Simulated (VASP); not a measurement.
Runs of VASP 6.6.1 on CaSe. The structure is that of space group Pm-3m (No. 221), or close to it. The cells are those of the table. 

| level | cell | smearing | gap on the mesh (eV) | pressure (GPa) |
| --- | --- | --- | --- | --- |
| r2SCAN | a = 3.647 Å, angles 88.1°, 2 atoms | gaussian 0.01 eV | 1.28 | -0.2 |
| PBE | a = 3.605 Å, angles 90.9°, 2 atoms | fermi-dirac 0.02 eV | 0.73 | 2.3 |
| PBE | a = 3.647 Å, angles 88.1°, 2 atoms | fermi-dirac 0.02 eV | 0.80 | 0.5 |
| PBE | a = 3.646, b = 3.646, c = 3.634 Å, 2 atoms | fermi-dirac 0.02 eV | 0.74 | 0.5 |
| r2SCAN | a = 3.646, b = 3.646, c = 3.634 Å, 2 atoms | gaussian 0.01 eV | (a) | -0.2 |
| r2SCAN | a = 3.605 Å, angles 90.9°, 2 atoms | gaussian 0.01 eV | 1.21 | (b) |

Alike in all rows: task single point; potentials or basis VASP PAW PBE potentials, release 64 (Ca_sv, Se); no spin polarisation; k mesh 8 × 8 × 8; cutoff (eV) 520.

**Question.** Fill in the values left out.

**Answer.** (a) 1.22; (b) 1.7.

Caveats: the PAW data sets were made with another functional, which shifts forces and pressure a little (some runs).

A k mesh can miss the band edges, and the runs leave out spin-orbit coupling on Se.
